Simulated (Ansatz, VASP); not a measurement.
**Sb2Au: VASP beside Ansatz**

The input INCAR:

```
SYSTEM = Sb2Au
ALGO = Normal ; EDIFF = 1E-7
ENCUT = 520 ; ISIF = 2
ISMEAR = 1 ; LASPH = .True.
LCHARG = .False. ; LREAL = .False.
LWAVE = .False. ; NBANDS = 18
NELM = 60 ; PREC = Accurate
SIGMA = 0.3
```

The input KPOINTS:

```
k-points
0
Gamma
  6 6 6
  0 0 0
```

POSCAR

```
Sb2Au
1.0
    0.0000000000      3.2981508585      3.2981508585
    3.2981508585      0.0000000000      3.2981508585
    3.2981508585      3.2981508585      0.0000000000
Sb Au
2 1
Direct
    0.2500000000      0.2500000000      0.2500000000
    0.7500000000      0.7500000000      0.7500000000
    0.0000000000      0.0000000000      0.0000000000
```

Input for Ansatz:

```yaml
crystal:
  lattice:
    - [0.0, 3.2981508584519115, 3.2981508584519115]
    - [3.2981508584519115, 0.0, 3.2981508584519115]
    - [3.2981508584519115, 3.2981508584519115, 0.0]
  atoms:
    - { symbol: Sb, position: [0.25, 0.25, 0.25] }
    - { symbol: Sb, position: [0.75, 0.75, 0.75] }
    - { symbol: Au, position: [0.0, 0.0, 0.0] }
basis:
  ecutwfc: 470.0
  ecutrho_ratio: 6
kpoints:
  mp_grid:
    grid: [6, 6, 6]
hamiltonian:
  xc: lda
scf:
  n_extra_bands: 16
  occupations:
    method: cold
    width: 0.3
output:
  stress: true
```

Alike in both runs: task single point; functional LDA; k mesh 6 × 6 × 6; no spin polarisation.

|  | VASP | Ansatz |
| --- | --- | --- |
| version | VASP 6.6.1 | Ansatz 0.2.0 |
| potentials or method | VASP PAW LDA potentials, release 64 (Sb, Au), cutoff 520 eV | plane waves, PAW |
| occupations | methfessel-paxton of order 1, width 0.3 eV | cold, width 0.3 eV |
| valence electrons in the cell | 21 | 49 |

|  | VASP | Ansatz | Ansatz less VASP |
| --- | --- | --- | --- |
| pressure (GPa) | 6.3 | 6.0 | -0.31 |

LDA's correlation is that of Perdew and Zunger in VASP and of Perdew and Wang (1992) in Ansatz. VASP's potentials hold 21 valence electrons a cell and Ansatz's 49, so a difference there can come from the potentials and not from the codes.

Neither program's run includes spin-orbit coupling.
